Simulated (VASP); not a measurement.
# SbBr (P4/mmm) in VASP: a series of runs

The runs below take SbBr through single point, relaxation of cell and atoms, with PBE.

Everything below comes from runs of VASP 6.6.1. Logs are shortened: lines on timing, memory, paths and dates and some standing lists are left out, and cuts for length are marked.

**1. The cell of the first run**

It takes space group P4/mmm (No. 123, tetragonal). The conventional cell has a = 3.581 Å, b = 3.581 Å, c = 4.694 Å, α = 90.00°, β = 90.00°, γ = 90.00°. Within 4.5 Å of Sb (site symmetry 4/mmm) lie 8 Br at 3.45 Å and 4 Sb at 3.58 Å. Within 4.5 Å of Br (site symmetry 4/mmm) lie 8 Sb at 3.45 Å and 4 Br at 3.58 Å.

**2. Single point, PBE**

File INCAR:

```
PREC     = Accurate       # precision mode
ENCUT    = 520            # plane-wave cutoff, eV
EDIFF    = 1E-7           # SCF threshold, eV
ISMEAR   = 0              # smearing method
SIGMA    = 0.1            # smearing width, eV
LREAL    = False          # projectors in reciprocal space
LASPH    = True           # aspherical terms in the spheres
NELM     = 60             # most SCF steps
ALGO     = Normal         # electronic algorithm
ISIF     = 2              # what is computed and relaxed
LWAVE    = False          # write WAVECAR
LCHARG   = True           # write CHGCAR
GGA      = PE             # functional
LELF     = True           # ELF
LVHAR    = True         
NBANDS   = 13             # bands
```

File KPOINTS:

```
regular mesh
0
Gamma
  6 6 4
```

File POSCAR:

```
SbBr
1.0
    3.5812075497      0.0000000000      0.0000000000
    0.0000000000      3.5812075497      0.0000000000
    0.0000000000      0.0000000000      4.6939398955
Sb Br
1 1
Direct
    0.5000000000      0.5000000000      0.5000000000
    0.0000000000      0.0000000000      0.0000000000
```

Potentials or basis: VASP PAW PBE potentials, release 64 (Sb, Br).

On the command line:

```sh
> cat potpaw_PBE.64/Sb/POTCAR potpaw_PBE.64/Br/POTCAR > POTCAR
> mpirun -np 1 vasp_std > vasp.out
```

OUTCAR:

```text
PREC = Accurate
   ENCUT = 520
   EDIFF = 1E-7
   ISMEAR = 0
   LREAL = False
   LASPH = True
   NELM = 60
   ISIF = 2
   GGA = PE

 ion  position               nearest neighbor table
   1  0.500  0.500  0.500-
   2  0.000  0.000  0.000-

  LATTYP: Found a simple tetragonal cell.
 ALAT       =     3.5812075497
 C/A-ratio  =     1.3107142857

  Lattice vectors:

 A1 = (   3.5812075497,   0.0000000000,   0.0000000000)
 A2 = (   0.0000000000,   3.5812075497,   0.0000000000)
 A3 = (   0.0000000000,   0.0000000000,   4.6939398955)

Analysis of symmetry for initial positions (statically):
=====================================================================
 Subroutine PRICEL returns:
 Original cell was already a primitive cell.

 Routine SETGRP: Setting up the symmetry group for a
 simple tetragonal supercell.

 Subroutine GETGRP returns: Found 16 space group operations
 (whereof 16 operations were pure point group operations)
 out of a pool of 16 trial point group operations.

The static configuration has the point symmetry D_4h.

Analysis of symmetry for dynamics (positions and initial velocities):
=====================================================================
 Subroutine PRICEL returns:
 Original cell was already a primitive cell.

 Routine SETGRP: Setting up the symmetry group for a
 simple tetragonal supercell.

 Subroutine GETGRP returns: Found 16 space group operations
 (whereof 16 operations were pure point group operations)
 out of a pool of 16 trial point group operations.

The dynamic configuration has the point symmetry D_4h.

 Subroutine INISYM returns: Found 16 space group operations
 (whereof 16 operations are pure point group operations),
 and found     1 'primitive' translations

----------------------------------------------------------------------------------------

                                     Primitive cell

  volume of cell :      60.2000

  direct lattice vectors                    reciprocal lattice vectors
     3.581207550  0.000000000  0.000000000     0.279235422  0.000000000  0.000000000
     0.000000000  3.581207550  0.000000000     0.000000000  0.279235422  0.000000000
     0.000000000  0.000000000  4.693939895     0.000000000  0.000000000  0.213040649

  length of vectors
     3.581207550  3.581207550  4.693939895     0.279235422  0.279235422  0.213040649

  position of ions in fractional coordinates (direct lattice)
     0.500000000  0.500000000  0.500000000
     0.000000000  0.000000000  0.000000000

  ion indices of the primitive-cell ions
   primitive index   ion index
                 1           1
                 2           2

----------------------------------------------------------------------------------------

 KPOINTS: regular mesh

Automatic generation of k-mesh.
 Grid dimensions read from file:
 generate k-points for:    6    6    4

 Generating k-lattice:

  Cartesian coordinates                     Fractional coordinates (reciprocal lattice)
     0.046539237  0.000000000  0.000000000     0.166666667  0.000000000  0.000000000
     0.000000000  0.046539237  0.000000000     0.000000000  0.166666667  0.000000000
     0.000000000  0.000000000  0.053260162     0.000000000  0.000000000  0.250000000

  Length of vectors
     0.046539237  0.046539237  0.053260162

  Shift w.r.t. Gamma in fractional coordinates (k-lattice)
     0.000000000  0.000000000  0.000000000

 Subroutine IBZKPT returns following result:
 ===========================================

 Found     30 irreducible k-points:

 Following reciprocal coordinates:
            Coordinates               Weight
  0.000000  0.000000  0.000000      1.000000
  0.166667  0.000000  0.000000      4.000000
  0.333333  0.000000  0.000000      4.000000
  0.500000  0.000000  0.000000      2.000000
  0.166667  0.166667  0.000000      4.000000
  0.333333  0.166667  0.000000      8.000000
[... 16 lines left out ...]
  0.333333  0.000000  0.500000      4.000000
  0.500000  0.000000  0.500000      2.000000
 [... further k-points ...]
   k-points           NKPTS =     30   k-points in BZ     NKDIM =     30   number of bands    NBANDS=     13
   number of dos      NEDOS =    301   number of ions     NIONS =      2
   total plane-waves  NPLWV =  28224
   dimension x,y,z NGX =    28 NGY =   28 NGZ =   36
   dimension x,y,z NGXF=    56 NGYF=   56 NGZF=   72
   ions per type =               1   1
   NGX,Y,Z   is equivalent  to a cutoff of  13.00, 13.00, 12.75 a.u.
   NGXF,Y,Z  is equivalent  to a cutoff of  26.00, 26.00, 25.50 a.u.
 SYSTEM =  unknown system
   PREC   = accura    normal or accurate (medium, high low for compatibility)
   ISTART =      0    job   : 0-new  1-cont  2-samecut
   ICHARG =      2    charge: 1-file 2-atom 10-const
   ISPIN  =      1    spin polarized calculation?
   LNONCOLLINEAR =      F non collinear calculations
   LSORBIT =      F    spin-orbit coupling
   LASPH  =      T    aspherical Exc in radial PAW
   ENCUT  =  520.0 eV  38.22 Ry    6.18 a.u.   6.66  6.66  8.73*2*pi/ulx,y,z
   NELM   =     60;   NELMIN=  2; NELMDL= -5     # of ELM steps
   EDIFF  = 0.1E-06   stopping-criterion for ELM
   LREAL  =      F    real-space projection
   EDIFFG = 0.1E-05   stopping-criterion for IOM
   NSW    =      0    number of steps for IOM
   IBRION =     -1    ionic relax: 0-MD 1-quasi-New 2-CG
   NFREE  =      0    steps in history (QN), initial steepest desc. (CG)
   ISIF   =      2    stress and relaxation
   ISYM   =      2    0-nonsym 1-usesym 2-fastsym
   POTIM  = 0.5000    time-step for ionic-motion
   TEBEG  =    0.0;   TEEND  =   0.0 temperature during run
   PSTRESS=    0.0 pullay stress
   NELECT =      12.0000    total number of electrons
   NUPDOWN=      -1.0000    fix difference up-down
   EMIN   =  10.00;   EMAX   =-10.00  energy-range for DOS
   EFERMI =   0.00;   METHOD = LEGACY
   ISMEAR =     0;   SIGMA  =   0.10  broadening in eV -4-tet -1-fermi 0-gaus
   EFERMI_NEDOS =   21; number of points for ismear=-14 and -15
   IALGO  =     38    algorithm
   IMIX   =      4    mixing-type and parameters
     AMIX     =   0.40;   BMIX     =  1.00
     AMIX_MAG =   1.60;   BMIX_MAG =  1.00
  volume/ion in A,a.u.               =      30.10       203.12
  Fermi-wavevector in a.u.,A,eV,Ry     =   0.956320  1.807182 12.443171  0.914547
  Thomas-Fermi vector in A             =   2.085237
   LORBIT       =      0    0 simple, 1 ext, 2 COOP (PROOUT), +10 PAW based schemes
   GGA     = PE    functional components
   LHFCALC =     F    Hartree Fock is set to
   AEXX    =    0.0000 exact exchange contribution
   IVDW    =     0    specifies the selected vdW correction
   LEPSILON=     F    determine dielectric tensor
   LRPA    =     F    only Hartree local field effects (RPA)
 non-spin polarized calculation
 Gauss-broadening in eV      SIGMA  =   0.10
  energy-cutoff  :      520.00
  volume of cell :       60.20
 maximum number of plane-waves:      1648
 NGX is ok and might be reduce to    28
   NGX = 13   NGY = 13   NGZ = 17

 number of electron      12.0000001 magnetization

 Free energy of the ion-electron system (eV)
  ---------------------------------------------------
  ext. energy  EPLUGINS =         0.00000000
  ---------------------------------------------------
  free energy    TOTEN  =        -5.30031570 eV

  energy without entropy =       -5.29283644  energy(sigma->0) =       -5.29657607

 E-fermi :   4.4753     XC(G=0):  -9.2421

 val. band max:        4.4349621683   @ k =   0.5000   0.5000   0.2500
 cond. band min:       4.4838811161   @ k =   0.5000   0.3333   0.0000
 fundamental gap:      0.0489189478
 Fermi energy:         4.4752723371

 k-point     1 :       0.0000    0.0000    0.0000
  band No.  band energies     occupation
      1     -10.8525      2.00000
      2      -4.9122      2.00000
      3       0.1160      2.00000
      4       2.4166      2.00000
      5       2.4166      2.00000
      6       6.3889      0.00000
      7       7.2818      0.00000
      8       7.2818      0.00000
      9       8.7160      0.00000
     10       9.8054      0.00000
     11      12.7575      0.00000
     12      14.5888      0.00000
     13      14.5888      0.00000

 k-point     2 :       0.1667    0.0000    0.0000
  band No.  band energies     occupation
      1     -10.7419      2.00000
      2      -4.8372      2.00000
      3       0.3601      2.00000
      4       1.7524      2.00000
      5       2.5522      2.00000
      6       5.5258      0.00000
      7       5.9263      0.00000
      8       7.2904      0.00000
      9       9.3044      0.00000
     10      11.3073      0.00000
     11      13.8157      0.00000
     12      13.9077      0.00000
     13      14.8497      0.00000

 k-point     3 :       0.3333    0.0000    0.0000
  band No.  band energies     occupation
      1     -10.5009      2.00000
      2      -4.7278      2.00000
      3       1.0022      2.00000
      4       1.0448      2.00000
      5       2.8550      2.00000
      6       3.1973      2.00000
      7       4.8180      0.00000
      8       7.2477      0.00000
      9      10.2997      0.00000
     10      13.6614      0.00000
     11      13.7286      0.00000
     12      13.8846      0.00000
     13      15.3626      0.00000

 k-point     4 :       0.5000    0.0000    0.0000
  band No.  band energies     occupation
      1     -10.3682      2.00000
      2      -4.7081      2.00000
      3       1.2938      2.00000
      4       1.4980      2.00000
      5       1.7791      2.00000
      6       3.0272      2.00000
      7       4.0869      2.00000
      8       7.1856      0.00000
      9      11.7296      0.00000
     10      11.8104      0.00000
     11      14.1858      0.00000
     12      15.3473      0.00000
     13      15.3607      0.00000

 k-point     5 :       0.1667    0.1667    0.0000
  band No.  band energies     occupation
      1     -10.6373      2.00000
      2      -4.7288      2.00000
      3       0.5903      2.00000
      4       1.5769      2.00000
      5       2.1683      2.00000
      6       5.2524      0.00000
      7       5.6652      0.00000
      8       6.0030      0.00000
      9      10.4651      0.00000
     10      12.3392      0.00000
     11      12.6179      0.00000
     12      13.5287      0.00000
     13      16.0225      0.00000
[... 257 lines left out ...]
 k-point    22 :       0.1667    0.0000    0.5000
  band No.  band energies     occupation
      1     -10.5973      2.00000
      2      -5.4503      2.00000
      3       1.2904      2.00000
      4       1.8463      2.00000
      5       2.8125      2.00000
      6       4.5104      0.61920
      7       5.4928      0.00000
      8       6.5874      0.00000
      9      11.8931      0.00000
     10      11.9653      0.00000
     11      13.1900      0.00000
     12      13.7402      0.00000
     13      15.2920      0.00000

 k-point    23 :       0.3333    0.0000    0.5000
  band No.  band energies     occupation
      1     -10.4072      2.00000
      2      -4.7766      2.00000
      3      -0.0969      2.00000
      4       0.3316      2.00000
      5       2.9849      2.00000
      6       5.0021      0.00000
      7       5.6879      0.00000
      8       7.1190      0.00000
      9      11.2275      0.00000
     10      12.3371      0.00000
     11      13.9826      0.00000
     12      14.2489      0.00000
     13      14.2647      0.00000

 k-point    24 :       0.5000    0.0000    0.5000
  band No.  band energies     occupation
      1     -10.3053      2.00000
      2      -4.2750      2.00000
      3      -0.6356      2.00000
      4      -0.5981      2.00000
      5       3.0766      2.00000
      6       4.9766      0.00000
      7       6.3200      0.00000
      8       7.4509      0.00000
      9      10.3758      0.00000
     10      12.3525      0.00000
     11      13.4235      0.00000
     12      13.6853      0.00000
     13      14.8445      0.00000

 [... further k-points ...]

------------------------ aborting loop because EDIFF is reached ----------------------------------------

  FORCE on cell =-STRESS in cart. coord.  units (eV):
  Direction    XX          YY          ZZ          XY          YZ          ZX
  --------------------------------------------------------------------------------------
  -------------------------------------------------------------------------------------
  Total       -1.9758860     -1.9758860     -0.6257714      0.0000000      0.0000000      0.0000000
  in kB      -52.5867052    -52.5867052    -16.6544297      0.0000000      0.0000000      0.0000000
  external PRESSURE =     -40.6092800 kB  Pullay stress =       0.0000000 kB

 VOLUME and BASIS-vectors are now :
 -----------------------------------------------------------------------------
  energy-cutoff  :      520.00
  volume of cell :       60.20
      direct lattice vectors                 reciprocal lattice vectors
     3.581207550  0.000000000  0.000000000     0.279235422  0.000000000  0.000000000
     0.000000000  3.581207550  0.000000000     0.000000000  0.279235422  0.000000000
     0.000000000  0.000000000  4.693939895     0.000000000  0.000000000  0.213040649

 POSITION                                       TOTAL-FORCE (eV/Angst)
 -----------------------------------------------------------------------------------
      1.79060      1.79060      2.34697         0.000000      0.000000      0.000000
      0.00000      0.00000      0.00000         0.000000      0.000000      0.000000
 -----------------------------------------------------------------------------------
    total drift:                               -0.000000      0.000000      0.000000

  FREE ENERGIE OF THE ION-ELECTRON SYSTEM (eV)
  ---------------------------------------------------
  free  energy   TOTEN  =        -5.3003157042 eV

  energy  without entropy=       -5.2928364447  energy(sigma->0) =       -5.29657607
```

Wall time 12 s (1 thread of Intel Xeon Platinum 8559C (Emerald Rapids), shared host); peak memory 0.18 GiB.

Results:

| Item | Value |
| --- | --- |
| Free energy | -5.3003 eV |
| Pressure | -4.1 GPa |
| Band gap on the k mesh | zero (band 6 reaches 6.39 eV, above the bottom of band 7 at 2.28 eV) |

Stress tensor (GPa, compression positive):
```
-5.26  0.00  0.00
 0.00 -5.26  0.00
 0.00  0.00 -1.67
```

Levels at points of the mesh, in eV from the Fermi level:
| k point | band 2 | band 3 | band 4 | band 5 | band 6 | band 7 | band 8 | band 9 | band 10 | band 11 |
| --- | --- | --- | --- | --- | --- | --- | --- | --- | --- | --- |
| (0.00, 0.00, 0.00) | -9.39 | -4.36 | -2.06 | -2.06 | 1.91 | 2.81 | 2.81 | 4.24 | 5.33 | 8.28 |
| (0.50, 0.00, 0.00) | -9.18 | -3.18 | -2.98 | -2.70 | -1.45 | -0.39 | 2.71 | 7.25 | 7.34 | 9.71 |
| (0.50, 0.50, 0.00) | -7.74 | -4.65 | -4.65 | -2.47 | -0.25 | -0.25 | 0.91 | 4.20 | 5.63 | 5.90 |
| (0.00, 0.00, 0.50) | -10.18 | -2.07 | -1.74 | -1.74 | -1.17 | 1.89 | 1.89 | 6.64 | 7.11 | 7.84 |
| (0.50, 0.00, 0.50) | -8.75 | -5.11 | -5.07 | -1.40 | 0.50 | 1.84 | 2.98 | 5.90 | 7.88 | 8.95 |
| (0.50, 0.50, 0.50) | -7.55 | -3.80 | -3.80 | -3.11 | -2.20 | -2.20 | -0.72 | 7.17 | 9.97 | 9.97 |

Caveat: spin-orbit coupling is left out, which moves the levels of the heavy elements.

(Continued in part 2 of 3.)
